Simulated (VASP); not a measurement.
Wanted: the native input for a VASP 6.6.1 run.

* Task: relaxation of cell and atoms
* Functional: LDA
* Potentials or basis: VASP PAW LDA potentials, release 64 (Mg, B)
* Cutoff: 600 eV
* k mesh: 27 × 27 × 20
* Occupations: gaussian, width 0.1 eV
* Spin: no spin polarisation
* Target pressure: 15 GPa
* Dipole correction: no
* Further INCAR settings: ALGO = Normal; EDIFF = 1e-06; IBRION = 2; EDIFFG = -0.003; NSW = 80; ISIF = 3

The structure of MgB2 lies in POSCAR:

```
MgB2
1.0
    2.9905557063      0.0000000000      0.0000000000
   -1.4952778532      2.5898972131      0.0000000000
    0.0000000000      0.0000000000      3.3594469346
Mg B
1 2
Direct
    0.0000000000      0.0000000000      0.0000000000
    0.3333333333      0.6666666667      0.5000000000
    0.6666666667      0.3333333333      0.5000000000
```

These files were run (other wordings do the same):

INCAR

```
  PREC = Accurate
  ENCUT = 600
  EDIFF = 1E-6
  ISMEAR = 0
  SIGMA = 0.1
  LREAL = False
  LASPH = True
  NELM = 80
  ALGO = Normal
  ISIF = 3
  LWAVE = False
  LCHARG = False
  IBRION = 2
  NSW = 80
  EDIFFG = -0.003
  PSTRESS = 150.0
```

KPOINTS

```
regular mesh
0
Gamma
  27 27 20
```

Potentials or basis: VASP PAW LDA potentials, release 64 (Mg, B).

Run with:

```console
$ cat potpaw_LDA.64/Mg/POTCAR potpaw_LDA.64/B/POTCAR > POTCAR
$ mpirun -np 1 vasp_std > vasp.out
```

It gave:

```
Relaxed volume                                         : 8.43 Å³/atom
Relaxed cell                                           : a = 2.969 Å, b = 2.969 Å, c = 3.314 Å, α = 90.00°, β = 90.00°, γ = 120.00°
Space group after relaxing (to 0.05 Å)                 : P6/mmm (No. 191)
Energy change on relaxing (the enthalpy is what falls) : +18.1 meV/atom
Ionic steps                                            : 5
Pressure after relaxing                                : 15.0 GPa
Band gap on the k mesh                                 : zero (band 4 reaches 8.28 eV, above the bottom of band 5 at 3.95 eV)
```

Caveat: the cell is relaxed towards a set pressure, so the enthalpy falls and the energy may rise.

Wall time 6.8 min on 1 thread of Oxide Virtual Turin-like Processor (shared host), peak memory 0.34 GiB.
